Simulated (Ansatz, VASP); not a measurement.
**One calculation of KI, two programs**

```xyz
2
Lattice="0.0000 3.5101 3.5101 3.5101 0.0000 3.5101 3.5101 3.5101 0.0000" Properties=species:S:1:pos:R:3 pbc="T T T"
K     0.0000    0.0000    0.0000
I     3.5101    3.5101    3.5101
```

Alike in both runs: task single point; functional r2SCAN; k mesh 6 × 6 × 6; occupations gaussian, width 0.02 eV; no spin polarisation.

```csv
,VASP,Ansatz
version,VASP 6.6.1,Ansatz 0.2.0
potentials or method,"VASP PAW PBE potentials, release 64 (K_sv, I), cutoff 520 eV","scalar-relativistic, plane waves, PAW"
valence electrons in the cell,16,26
```

|  | VASP | Ansatz | Ansatz less VASP |
| --- | --- | --- | --- |
| gap on the k mesh at the Fermi level (eV) | 4.66 | 4.66 | +0.003 |
| least direct gap on the mesh (eV) | 4.66 | 4.66 | +0.003 |
| pressure (GPa) | 0.4 | 0.4 | 0.00 |

VASP's potentials were made for PBE, not for r2SCAN. With one functional, cell and mesh, what is left measures potentials, basis and numerics. VASP's potentials hold 16 valence electrons a cell and Ansatz's 26, so a difference there can come from the potentials and not from the codes.

Neither program's run includes spin-orbit coupling.
